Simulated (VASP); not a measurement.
# NiO (F-43m) in VASP: a series of runs

Aim: see how the results for NiO move with the level of theory and the settings. Levels: PBE, r2SCAN. Tasks: single point.

Program: VASP 6.6.1. These are calculated values, not measurements. Logs are shortened: lines on timing, memory, paths and dates and some standing lists are left out, and cuts for length are marked.

### Step 1. The cell of the first run

The structure is cubic, space group F-43m (No. 216). The conventional cell has a = 4.541 Å, b = 4.541 Å, c = 4.541 Å, α = 90.00°, β = 90.00°, γ = 90.00°. Within 2.6 Å of Ni (site symmetry -43m) lie 4 O at 1.97 Å. O (site symmetry -43m) has 4 Ni at 1.97 Å within 2.6 Å.

### Step 2. Single point, PBE, collinear spin, ferromagnetic start (volume scaled by 1.040)

File INCAR:

```
  ALGO = Normal
  EDIFF = 1E-6
  ENCUT = 520
  GGA = PE
  ISIF = 2
  ISMEAR = 0
  ISPIN = 2
  LASPH = True
  LCHARG = True
  LELF = True
  LMAXMIX = 4
  LORBIT = 11
  LREAL = False
  LVHAR = True
  LWAVE = False
  MAGMOM = 1.64 0
  NBANDS = 19
  NELM = 150
  PREC = Accurate
  SIGMA = 0.05
```

File KPOINTS:

```
k-points
0
Gamma
  12 12 12
```

File POSCAR:

```
NiO
1.0
    0.0000000000      2.2704427348      2.2704427348
    2.2704427348      0.0000000000      2.2704427348
    2.2704427348      2.2704427348      0.0000000000
Ni O
1 1
Direct
    0.0000000000      0.0000000000      0.0000000000
    0.2500000000      0.2500000000      0.2500000000
```

Potentials or basis: VASP PAW PBE potentials, release 64 (Ni, O).

Command:

```console
$ cat potpaw_PBE.64/Ni/POTCAR potpaw_PBE.64/O/POTCAR > POTCAR
$ mpirun -np 1 vasp_std > vasp.out
```

OUTCAR:

```text
EDIFF = 1E-6
   ENCUT = 520
   GGA = PE
   ISIF = 2
   ISMEAR = 0
   ISPIN = 2
   LASPH = True
   LORBIT = 11
   LREAL = False
   NELM = 150
   PREC = Accurate

 ion  position               nearest neighbor table
   1  0.000  0.000  0.000-   2 1.97   2 1.97   2 1.97   2 1.97
   2  0.250  0.250  0.250-   1 1.97   1 1.97   1 1.97   1 1.97

  LATTYP: Found a face centered cubic cell.
 ALAT       =     4.5408854696

  Lattice vectors:

 A1 = (   0.0000000000,   2.2704427348,   2.2704427348)
 A2 = (   2.2704427348,   0.0000000000,   2.2704427348)
 A3 = (   2.2704427348,   2.2704427348,   0.0000000000)

Analysis of symmetry for initial positions (statically):
=====================================================================
 Subroutine PRICEL returns:
 Original cell was already a primitive cell.

 Routine SETGRP: Setting up the symmetry group for a
 face centered cubic supercell.

 Subroutine GETGRP returns: Found 24 space group operations
 (whereof 24 operations were pure point group operations)
 out of a pool of 48 trial point group operations.

The static configuration has the point symmetry T_d .

Analysis of symmetry for dynamics (positions and initial velocities):
=====================================================================
 Subroutine PRICEL returns:
 Original cell was already a primitive cell.

 Routine SETGRP: Setting up the symmetry group for a
 face centered cubic supercell.

 Subroutine GETGRP returns: Found 24 space group operations
 (whereof 24 operations were pure point group operations)
 out of a pool of 48 trial point group operations.

The dynamic configuration has the point symmetry T_d .

Analysis of structural, dynamic, and magnetic symmetry:
=====================================================================
 Subroutine PRICEL returns:
 Original cell was already a primitive cell.

 Routine SETGRP: Setting up the symmetry group for a
 face centered cubic supercell.

 Subroutine GETGRP returns: Found 24 space group operations
 (whereof 24 operations were pure point group operations)
 out of a pool of 48 trial point group operations.

The overall configuration has the point symmetry T_d .

 Subroutine INISYM returns: Found 24 space group operations
 (whereof 24 operations are pure point group operations),
 and found     1 'primitive' translations

----------------------------------------------------------------------------------------

                                     Primitive cell

  volume of cell :      23.4079

  direct lattice vectors                    reciprocal lattice vectors
     0.000000000  2.270442735  2.270442735    -0.220221366  0.220221366  0.220221366
     2.270442735  0.000000000  2.270442735     0.220221366 -0.220221366  0.220221366
     2.270442735  2.270442735  0.000000000     0.220221366  0.220221366 -0.220221366

  length of vectors
     3.210890908  3.210890908  3.210890908     0.381434594  0.381434594  0.381434594

  position of ions in fractional coordinates (direct lattice)
     0.000000000  0.000000000  0.000000000
     0.250000000  0.250000000  0.250000000

  ion indices of the primitive-cell ions
   primitive index   ion index
                 1           1
                 2           2

----------------------------------------------------------------------------------------

 KPOINTS: k-points

Automatic generation of k-mesh.
 Grid dimensions read from file:
 generate k-points for:   12   12   12

 Generating k-lattice:

  Cartesian coordinates                     Fractional coordinates (reciprocal lattice)
    -0.018351780  0.018351780  0.018351780     0.083333333  0.000000000  0.000000000
     0.018351780 -0.018351780  0.018351780     0.000000000  0.083333333  0.000000000
     0.018351780  0.018351780 -0.018351780     0.000000000  0.000000000  0.083333333

  Length of vectors
     0.031786216  0.031786216  0.031786216

  Shift w.r.t. Gamma in fractional coordinates (k-lattice)
     0.000000000  0.000000000  0.000000000

 Subroutine IBZKPT returns following result:
 ===========================================

 Found     72 irreducible k-points:

 Following reciprocal coordinates:
            Coordinates               Weight
  0.000000  0.000000  0.000000      1.000000
  0.083333  0.000000  0.000000      8.000000
  0.166667  0.000000  0.000000      8.000000
  0.250000  0.000000  0.000000      8.000000
  0.333333  0.000000  0.000000      8.000000
  0.416667  0.000000  0.000000      8.000000
[... 16 lines left out ...]
  0.500000  0.166667  0.000000     24.000000
 -0.416667  0.166667  0.000000     24.000000
 [... further k-points ...]
   k-points           NKPTS =     72   k-points in BZ     NKDIM =     72   number of bands    NBANDS=     19
   number of dos      NEDOS =    301   number of ions     NIONS =      2
   total plane-waves  NPLWV =  13824
   dimension x,y,z NGX =    24 NGY =   24 NGZ =   24
   dimension x,y,z NGXF=    48 NGYF=   48 NGZF=   48
   ions per type =               1   1
   NGX,Y,Z   is equivalent  to a cutoff of  12.43, 12.43, 12.43 a.u.
   NGXF,Y,Z  is equivalent  to a cutoff of  24.85, 24.85, 24.85 a.u.
 SYSTEM =  unknown system
   PREC   = accura    normal or accurate (medium, high low for compatibility)
   ISTART =      0    job   : 0-new  1-cont  2-samecut
   ICHARG =      2    charge: 1-file 2-atom 10-const
   ISPIN  =      2    spin polarized calculation?
   LNONCOLLINEAR =      F non collinear calculations
   LSORBIT =      F    spin-orbit coupling
   LASPH  =      T    aspherical Exc in radial PAW
   ENCUT  =  520.0 eV  38.22 Ry    6.18 a.u.   5.97  5.97  5.97*2*pi/ulx,y,z
   NELM   =    150;   NELMIN=  2; NELMDL= -5     # of ELM steps
   EDIFF  = 0.1E-05   stopping-criterion for ELM
   LREAL  =      F    real-space projection
   EDIFFG = 0.1E-04   stopping-criterion for IOM
   NSW    =      0    number of steps for IOM
   IBRION =     -1    ionic relax: 0-MD 1-quasi-New 2-CG
   NFREE  =      0    steps in history (QN), initial steepest desc. (CG)
   ISIF   =      2    stress and relaxation
   ISYM   =      2    0-nonsym 1-usesym 2-fastsym
   POTIM  = 0.5000    time-step for ionic-motion
   TEBEG  =    0.0;   TEEND  =   0.0 temperature during run
   PSTRESS=    0.0 pullay stress
   NELECT =      16.0000    total number of electrons
   NUPDOWN=      -1.0000    fix difference up-down
   EMIN   =  10.00;   EMAX   =-10.00  energy-range for DOS
   EFERMI =   0.00;   METHOD = LEGACY
   ISMEAR =     0;   SIGMA  =   0.05  broadening in eV -4-tet -1-fermi 0-gaus
   EFERMI_NEDOS =   21; number of points for ismear=-14 and -15
   IALGO  =     38    algorithm
   IMIX   =      4    mixing-type and parameters
     AMIX     =   0.40;   BMIX     =  1.00
     AMIX_MAG =   1.60;   BMIX_MAG =  1.00
  volume/ion in A,a.u.               =      11.70        78.98
  Fermi-wavevector in a.u.,A,eV,Ry     =   1.442096  2.725167 28.295245  2.079642
  Thomas-Fermi vector in A             =   2.560655
   LORBIT       =     11    0 simple, 1 ext, 2 COOP (PROOUT), +10 PAW based schemes
   GGA     = PE    functional components
   LHFCALC =     F    Hartree Fock is set to
   AEXX    =    0.0000 exact exchange contribution
   IVDW    =     0    specifies the selected vdW correction
   LEPSILON=     F    determine dielectric tensor
   LRPA    =     F    only Hartree local field effects (RPA)
 spin polarized calculation
 Gauss-broadening in eV      SIGMA  =   0.05
  energy-cutoff  :      520.00
  volume of cell :       23.41
 maximum number of plane-waves:       648
   NGX = 11   NGY = 11   NGZ = 11

 number of electron      16.0000001 magnetization       1.9665425

 Free energy of the ion-electron system (eV)
  ---------------------------------------------------
  ext. energy  EPLUGINS =         0.00000000
  ---------------------------------------------------
  free energy    TOTEN  =       -11.58283805 eV

  energy without entropy =      -11.58030929  energy(sigma->0) =      -11.58157367

 E-fermi :   5.1165     XC(G=0): -11.0173

 val. band max:        5.0920941293   @ k =  -0.4167   0.3333   0.0000
 cond. band min:       5.1193242849   @ k =  -0.2500   0.1667   0.0000
 fundamental gap:      0.0272301556
 Fermi energy:         5.1165334158

 spin component 1

 k-point     1 :       0.0000    0.0000    0.0000
  band No.  band energies     occupation
      1     -14.5321      1.00000
      2      -0.6276      1.00000
      3      -0.6276      1.00000
      4      -0.6276      1.00000
      5       2.7493      1.00000
      6       2.7493      1.00000
[... 11 lines left out ...]
     18      27.7560      0.00000
     19      27.7560      0.00000

 k-point     2 :       0.0833    0.0000    0.0000
  band No.  band energies     occupation
      1     -14.4938      1.00000
      2      -0.7253      1.00000
      3      -0.6035      1.00000
      4      -0.6034      1.00000
      5       2.7369      1.00000
      6       2.7369      1.00000
[... 476 lines left out ...]
 k-point    24 :      -0.4167    0.1667    0.0000
  band No.  band energies     occupation
      1     -13.8787      1.00000
      2      -1.2280      1.00000
      3      -0.4548      1.00000
      4      -0.2013      1.00000
      5       2.4255      1.00000
      6       2.7118      1.00000
[... 11 lines left out ...]
     18      31.5745      0.00000
     19      31.9743      0.00000

 [... further k-points ...]

 spin component 2

 k-point     1 :       0.0000    0.0000    0.0000
  band No.  band energies     occupation
      1     -13.9061      1.00000
      2       0.4122      1.00000
      3       0.4122      1.00000
      4       0.4122      1.00000
      5       3.8241      1.00000
      6       3.8242      1.00000
[... 11 lines left out ...]
     18      27.9989      0.00000
     19      27.9990      0.00000

 k-point     2 :       0.0833    0.0000    0.0000
  band No.  band energies     occupation
      1     -13.8650      1.00000
      2       0.2603      1.00000
      3       0.4313      1.00000
      4       0.4313      1.00000
      5       3.8174      1.00000
      6       3.8174      1.00000
[... 476 lines left out ...]
 k-point    24 :      -0.4167    0.1667    0.0000
  band No.  band energies     occupation
      1     -13.2004      1.00000
      2      -0.7384      1.00000
      3       0.3648      1.00000
      4       0.7103      1.00000
      5       3.9630      1.00000
      6       3.9650      1.00000
[... 11 lines left out ...]
     18      31.8467      0.00000
     19      32.3015      0.00000

 [... further k-points ...]
[... 5 lines left out ...]
  --------------------------------------------------------------------------------------
  -------------------------------------------------------------------------------------
  Total       -0.7195459     -0.7195459     -0.7195459      0.0000000     -0.0000000      0.0000000
  in kB      -49.2501349    -49.2501349    -49.2501349      0.0000000     -0.0000000      0.0000000
  external PRESSURE =     -49.2501349 kB  Pullay stress =       0.0000000 kB

 VOLUME and BASIS-vectors are now :
 -----------------------------------------------------------------------------
  energy-cutoff  :      520.00
  volume of cell :       23.41
      direct lattice vectors                 reciprocal lattice vectors
     0.000000000  2.270442735  2.270442735    -0.220221366  0.220221366  0.220221366
     2.270442735  0.000000000  2.270442735     0.220221366 -0.220221366  0.220221366
     2.270442735  2.270442735  0.000000000     0.220221366  0.220221366 -0.220221366

 POSITION                                       TOTAL-FORCE (eV/Angst)
 -----------------------------------------------------------------------------------
      0.00000      0.00000      0.00000        -0.000000     -0.000000     -0.000000
      1.13522      1.13522      1.13522         0.000000      0.000000      0.000000
 -----------------------------------------------------------------------------------
    total drift:                                0.000001      0.000001      0.000001

  FREE ENERGIE OF THE ION-ELECTRON SYSTEM (eV)
  ---------------------------------------------------
  free  energy   TOTEN  =       -11.5828380478 eV

  energy  without entropy=      -11.5803092862  energy(sigma->0) =      -11.58157367

 total charge

# of ion       s       p       d       tot
------------------------------------------
    1        0.366   0.443   8.218   9.026
    2        1.556   3.399   0.000   4.955
--------------------------------------------------
tot          1.921   3.842   8.218  13.981

 magnetization (x)

# of ion       s       p       d       tot
------------------------------------------
    1        0.003   0.037   1.492   1.533
    2        0.016   0.357   0.000   0.374
--------------------------------------------------
tot          0.020   0.394   1.492   1.906
```

Run time: 28 s. Hardware: 1 thread of Intel Xeon 6975P-C (Granite Rapids), shared host; peak memory 0.18 GiB.

Results:

- Free energy: -11.5828 eV
- Pressure: -4.9 GPa
- Band gap on the k mesh: zero (filled and empty bands overlap)
- Net moment: 1.97 μB per cell
- Site moments: Ni +1.53; O +0.37 μB
- Valence electrons inside the program's atomic spheres: Ni 9.03; O 4.96

Caveat: a cell with one magnetic atom can't hold antiferromagnetic order, which such compounds often take; semilocal functionals often make such compounds metallic where correlation or magnetic order opens a gap, which also shifts bond lengths.

### Step 3. Single point, PBE, collinear spin, ferromagnetic start (volume scaled by 1.070)

File INCAR:

```
PREC = Accurate ; ENCUT = 520
EDIFF = 1E-7 ; ISMEAR = 0
SIGMA = 0.05 ; LREAL = False
LASPH = True ; NELM = 150
ALGO = Normal ; ISIF = 2
LWAVE = False ; LCHARG = True
ISPIN = 2 ; MAGMOM = 1.65 0
LORBIT = 11 ; LMAXMIX = 4
GGA = PE ; LELF = True
LVHAR = True ; NBANDS = 19
```

File KPOINTS:

```
regular mesh
0
Gamma
  12 12 12
```

File POSCAR:

```
NiO
1.0
    0.0000000000      2.2920673005      2.2920673005
    2.2920673005      0.0000000000      2.2920673005
    2.2920673005      2.2920673005      0.0000000000
Ni O
1 1
Direct
    0.0000000000      0.0000000000      0.0000000000
    0.2500000000      0.2500000000      0.2500000000
```

Potentials or basis: VASP PAW PBE potentials, release 64 (Ni, O).

Command:

```console
$ cat potpaw_PBE.64/Ni/POTCAR potpaw_PBE.64/O/POTCAR > POTCAR
$ mpirun -np 1 vasp_std > vasp.out
```

It took 35 s on 1 thread of Intel Xeon 6975P-C (Granite Rapids), shared host; peak memory 0.18 GiB.

Results (log left out):

```yaml
Free_energy: -11.5552 eV
Pressure: -8.3 GPa
Band_gap_on_the_k_mesh: zero (filled and empty bands overlap)
Net_moment: 1.99 μB per cell
Site_moments: Ni +1.55; O +0.38 μB
Valence_electrons_inside_the_program's_atomic_spheres: Ni 8.98; O 4.94
```

Levels at points of the mesh, in eV from the Fermi level:
Spin up:
```tsv
k point	band 6	band 7	band 8	band 9	band 10	band 11	band 12	band 13
(0.00, 0.00, 0.00)	-2.33	0.02	0.02	0.02	0.35	13.81	13.81	13.81
(0.50, 0.00, 0.00)	-2.29	-2.29	-0.72	-0.72	5.58	7.05	13.36	13.36
(0.50, 0.50, 0.00)	-2.09	-1.85	-1.85	-1.73	5.26	9.31	10.96	13.95
```
Spin down:
```csv
k point,band 4,band 5,band 6,band 7,band 8,band 9,band 10,band 11
"(0.00, 0.00, 0.00)",-4.53,-1.25,-1.25,0.66,1.67,1.67,1.67,14.08
"(0.50, 0.00, 0.00)",-4.31,-1.07,-1.07,-0.64,0.84,0.84,5.91,7.56
"(0.50, 0.50, 0.00)",-4.00,-1.30,-0.98,-0.70,-0.03,-0.03,5.71,9.98
```

Caveat: a cell with one magnetic atom can't hold antiferromagnetic order, which such compounds often take; semilocal functionals often make such compounds metallic where correlation or magnetic order opens a gap, which also shifts bond lengths.

### Step 4. Single point, PBE, collinear spin, ferromagnetic start (volume scaled by 1.100)

File INCAR:

```
  ALGO = Normal
  EDIFF = 1E-6
  ENCUT = 520
  GGA = PE
  ISIF = 2
  ISMEAR = 0
  ISPIN = 2
  LASPH = True
  LCHARG = False
  LMAXMIX = 4
  LORBIT = 11
  LREAL = False
  LWAVE = False
  MAGMOM = 1.67 0
  NBANDS = 19
  NELM = 150
  PREC = Accurate
  SIGMA = 0.05
```

File KPOINTS:

```
k-points
0
Gamma
  12 12 12
```

File POSCAR:

```
NiO
1.0
    0.0000000000      2.3132913534      2.3132913534
    2.3132913534      0.0000000000      2.3132913534
    2.3132913534      2.3132913534      0.0000000000
Ni O
1 1
Direct
    0.0000000000      0.0000000000      0.0000000000
    0.2500000000      0.2500000000      0.2500000000
```

Command:

```console
$ cat potpaw_PBE.64/Ni/POTCAR potpaw_PBE.64/O/POTCAR > POTCAR
$ mpirun -np 1 vasp_std > vasp.out
```

It took 37 s on 1 thread of Intel Xeon 6975P-C (Granite Rapids), shared host; peak memory 0.18 GiB.

The run converged. Its results:

```
Free energy                                           : -11.5147 eV
Pressure                                              : -11.1 GPa
Band gap on the k mesh                                : zero (filled and empty bands overlap)
Net moment                                            : 2.00 μB per cell
Site moments                                          : Ni +1.55; O +0.38 μB
Valence electrons inside the program's atomic spheres : Ni 8.93; O 4.93
```

Levels at points of the mesh, in eV from the Fermi level:
Spin up:
```csv
k point,band 5,band 6,band 7,band 8,band 9,band 10,band 11,band 12,band 13,band 14
"(0.00, 0.00, 0.00)",-2.29,-2.29,-0.03,-0.03,-0.03,0.31,13.62,13.62,13.62,19.87
"(0.50, 0.00, 0.00)",-2.53,-2.26,-2.26,-0.74,-0.74,5.46,6.94,13.18,13.18,16.93
"(0.50, 0.50, 0.00)",-2.95,-2.07,-1.84,-1.84,-1.71,5.21,9.05,10.87,13.71,13.71
```
Spin down:
```
           k point  band 4  band 5  band 6  band 7  band 8  band 9  band 10  band 11
(0.00, 0.00, 0.00)   -4.36   -1.22   -1.22    0.62    1.62    1.62     1.62    13.89
(0.50, 0.00, 0.00)   -4.16   -1.04   -1.04   -0.61    0.82    0.82     5.79     7.45
(0.50, 0.50, 0.00)   -3.86   -1.23   -0.96   -0.69   -0.02   -0.02     5.65     9.72
```

Caveat: a cell with one magnetic atom can't hold antiferromagnetic order, which such compounds often take; semilocal functionals often make such compounds metallic where correlation or magnetic order opens a gap, which also shifts bond lengths.

(Part 1 of 2 ends here.)
